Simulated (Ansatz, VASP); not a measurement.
# SrO: VASP beside Ansatz

File INCAR:

```
SYSTEM = SrO
ALGO     = Normal         ! electronic algorithm
EDIFF    = 1E-7           ! SCF threshold, eV
ENCUT    = 520            ! plane-wave cutoff, eV
GGA      = PE             ! functional
ISIF     = 2              ! what is computed and relaxed
ISMEAR   = 0              ! smearing method
LASPH    = .TRUE.         ! aspherical terms in the spheres
LCHARG   = .FALSE.        ! write CHGCAR
LREAL    = .FALSE.        ! projectors in reciprocal space
LWAVE    = .FALSE.        ! write WAVECAR
NBANDS   = 15             ! bands
NELM     = 80             ! most SCF steps
PREC     = Accurate       ! precision mode
SIGMA    = 0.015          ! smearing width, eV
```

KPOINTS

```
k-points
0
G
  9 9 9
  0 0 0
```

File POSCAR:

```
SrO
1.0
    0.0000000000      2.5663000000      2.5663000000
    2.5663000000      0.0000000000      2.5663000000
    2.5663000000      2.5663000000      0.0000000000
Sr O
1 1
Direct
    0.5000000000      0.5000000000      0.5000000000
    0.0000000000      0.0000000000      0.0000000000
```

The input input.yaml:

```yaml
crystal:
  lattice:
    - [0.0, 2.5663, 2.5663]
    - [2.5663, 0.0, 2.5663]
    - [2.5663, 2.5663, 0.0]
  atoms:
    - { symbol: Sr, position: [0.5, 0.5, 0.5] }
    - { symbol: O, position: [0.0, 0.0, 0.0] }
kpoints:
  mp_grid: { grid: [9, 9, 9] }
scf:
  occupations: { method: gaussian, width: 0.015 }
hamiltonian:
  xc: pbe
  pseudopotentials: { kind: all_electron, lapw: { basis_error: 0.001 } }
output:
  forces: true
  stress: true
  eigenvalues: true
```

Alike in both runs: task single point; functional PBE; k mesh 9 × 9 × 9; occupations gaussian, width 0.015 eV; no spin polarisation.

|  | VASP | Ansatz |
| --- | --- | --- |
| version | VASP 6.6.1 | Ansatz 0.2.0 |
| potentials or method | VASP PAW PBE potentials, release 64 (Sr_sv, O), cutoff 520 eV | all-electron LAPW, scalar-relativistic |

Ansatz gave:

| Quantity | Value |
| --- | --- |
| gap on the k mesh at the Fermi level (eV) | 3.37 |
| least direct gap on the mesh (eV) | 3.45 |
| pressure (GPa) | 3.3 |

**Question.** Which values does VASP return?

**Answer.** gap on the k mesh at the Fermi level (eV): 3.32; least direct gap on the mesh (eV): 3.41; pressure (GPa): 3.9.

Ansatz ran all-electron here, and VASP with PAW potentials.
